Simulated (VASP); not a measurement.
Write the native input for VASP 6.6.1 that does the following.

| Item | Value |
| --- | --- |
| Task | single point |
| Functional | LDA |
| Potentials or basis | VASP PAW LDA potentials, release 64 (I) |
| Cutoff | 520 eV |
| k mesh | 9 × 9 × 9 |
| Occupations | fermi-dirac, width 0.05 eV |
| Spin | no spin polarisation |
| Dipole correction | no |
| Further INCAR settings | ALGO = Normal; EDIFF = 1e-06; NBANDS = 10 |

The structure of I lies in POSCAR:

```
I
1.0
    0.0000000000      2.4119965442      3.9865231326
    2.2352415877      0.0000000000      3.9865231326
    2.2352415877      2.4119965442      0.0000000000
I
1
Direct
    0.0000000000      0.0000000000      0.0000000000
```

These files were run (other wordings do the same):

INCAR

```
SYSTEM = I
PREC     = Accurate       ! precision mode
ENCUT    = 520            ! plane-wave cutoff, eV
EDIFF    = 1E-6           ! SCF threshold, eV
ISMEAR   = -1             ! smearing method
SIGMA    = 0.05           ! smearing width, eV
LREAL    = .False.        ! projectors in reciprocal space
LASPH    = .True.         ! aspherical terms in the spheres
NELM     = 80             ! most SCF steps
ALGO     = Normal         ! electronic algorithm
ISIF     = 2              ! what is computed and relaxed
LWAVE    = .False.        ! write WAVECAR
LCHARG   = .False.        ! write CHGCAR
GGA      = CA             ! functional
NBANDS   = 10             ! bands
```

KPOINTS

```
regular mesh
0
Gamma
  9 9 9
  0 0 0
```

Potentials or basis: VASP PAW LDA potentials, release 64 (I).

Command:

```sh
$ cat potpaw_LDA.64/I/POTCAR > POTCAR
$ mpirun -np 1 vasp_std > vasp.out
```

Results of the run:

```yaml
Pressure: -3.4 GPa
```

Caveat: an odd number of electrons without spin polarisation forces a metal; a magnetic or distorted state may lie lower.

Wall time 13 s on 1 thread of Intel(R) Xeon(R) 6975P-C (Granite Rapids), with other jobs on the host, peak memory 0.18 GiB.
